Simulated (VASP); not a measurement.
Input of a VASP 6.6.1 run:

The input INCAR:

```
  PREC = Accurate
  ENCUT = 520
  EDIFF = 1E-7
  ISMEAR = 0
  SIGMA = 0.05
  LREAL = False
  LASPH = True
  NELM = 60
  ALGO = Fast
  ISIF = 2
  LWAVE = False
  LCHARG = False
  LDIPOL = True
  IDIPOL = 3
  DIPOL = 0.5 0.5 0.500
  GGA = PS
  NBANDS = 38
```

File KPOINTS:

```
Automatic mesh
0
Gamma
  3 3 1
```

Contents of POSCAR:

```
Li3Mg3B2N6
1.0
    3.7791680991      0.0000000000      0.0000000000
    0.0000000000      3.7791680991      0.0000000000
    0.0000000000      0.0000000000     25.5870566249
N Li Mg B
6 3 3 2
Direct
    0.5000000000      0.5000000000      0.2931169501
    0.0000000000      0.0000000000      0.3610739756
    0.0000000000      0.0000000000      0.4660214873
    0.5000000000      0.5000000000      0.5339785127
    0.5000000000      0.5000000000      0.6389260244
    0.0000000000      0.0000000000      0.7068830499
    0.0000000000      0.5000000000      0.3270954628
    0.5000000000      0.0000000000      0.5000000000
    0.0000000000      0.5000000000      0.6729045372
    0.5000000000      0.0000000000      0.3270954628
    0.0000000000      0.5000000000      0.5000000000
    0.5000000000      0.0000000000      0.6729045372
    0.0000000000      0.0000000000      0.4135477314
    0.5000000000      0.5000000000      0.5864522686
```

Potentials or basis: VASP PAW PBE potentials, release 64 (N, Li_sv, Mg, B).

The run is started by

```bash
$ cat potpaw_PBE.64/N/POTCAR potpaw_PBE.64/Li_sv/POTCAR potpaw_PBE.64/Mg/POTCAR potpaw_PBE.64/B/POTCAR > POTCAR
$ mpirun -np 1 vasp_std > vasp.out
```

Predict the largest force.

1.521 eV/Å.

Estimate the band gap on the k mesh.

zero (an odd number of electrons rules out a gap without spin polarisation).

Forces on the atoms (eV/Å):
```
N    0.000  0.000  1.521
N    0.000  0.000  0.147
N    0.000  0.000  0.045
N    0.000  0.000 -0.045
N    0.000  0.000 -0.147
N    0.000  0.000 -1.521
Li   0.000  0.000 -0.616
Li   0.000  0.000  0.000
Li   0.000  0.000  0.616
Mg   0.000  0.000 -1.209
Mg   0.000  0.000  0.000
Mg   0.000  0.000  1.209
B    0.000  0.000  0.156
B    0.000  0.000 -0.156
```

Caveat: the k points lie up to 0.55 Å⁻¹ apart, too coarse for converged energies and pressures of a metal; the PAW data sets were made with another functional, which shifts forces and pressure a little; an odd number of electrons without spin polarisation forces a metal; a magnetic or distorted state may lie lower.
